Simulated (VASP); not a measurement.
Write the native input for VASP 6.6.1 that does the following.

- Task: single point
- Functional: PBEsol
- Potentials or basis: VASP PAW PBE potentials, release 64 (Al, Ni)
- Cutoff: 520 eV
- k mesh: 14 × 14 × 14
- Occupations: gaussian, width 0.15 eV
- Spin: no spin polarisation
- Dipole correction: no
- Further INCAR settings: ALGO = Fast; EDIFF = 1e-07; NBANDS = 24

The structure of AlNi3 lies in POSCAR:

```
AlNi3
1.0
    0.0000000000      2.7984078593      2.7984078593
    2.7984078593      0.0000000000      2.7984078593
    2.7984078593      2.7984078593      0.0000000000
Al Ni
1 3
Direct
    0.4755909806      0.5244090194      0.5244090194
    0.2288094972      0.2711905028      0.2711905028
    0.0536019078     -0.0536019078     -0.0536019078
    0.7288094972      0.7711905028      0.7711905028
```

This cell differs from its parent crystal: atoms displaced along a vibrational mode.

One way to write it, as run:

INCAR

```
SYSTEM = AlNi3
ALGO = Fast
EDIFF = 1E-7
ENCUT = 520
GGA = PS
ISIF = 2
ISMEAR = 0
LASPH = .TRUE.
LCHARG = .TRUE.
LELF = .TRUE.
LREAL = .FALSE.
LVHAR = .TRUE.
LWAVE = .FALSE.
NBANDS = 24
NELM = 60
PREC = Accurate
SIGMA = 0.15
```

KPOINTS

```
k-points
0
G
  14 14 14
  0 0 0
```

Potentials or basis: VASP PAW PBE potentials, release 64 (Al, Ni).

Launch:

```console
$ cat potpaw_PBE.64/Al/POTCAR potpaw_PBE.64/Ni/POTCAR > POTCAR
$ mpirun -np 1 vasp_std > vasp.out
```

Results of the run:

The pressure is 11.2 GPa. The largest force is 4.280 eV/Å and the band gap on the k mesh is zero (an odd number of electrons rules out a gap without spin polarisation).

Caveat: the cell differs from its parent crystal (atoms displaced along a vibrational mode); the cell stands under pressure; the PAW data sets were made with another functional, which shifts forces and pressure a little.

Wall time 2.4 min on 1 thread of AMD EPYC 9R45 96-Core Processor (Zen 5), on a shared host, peak memory 0.31 GiB.
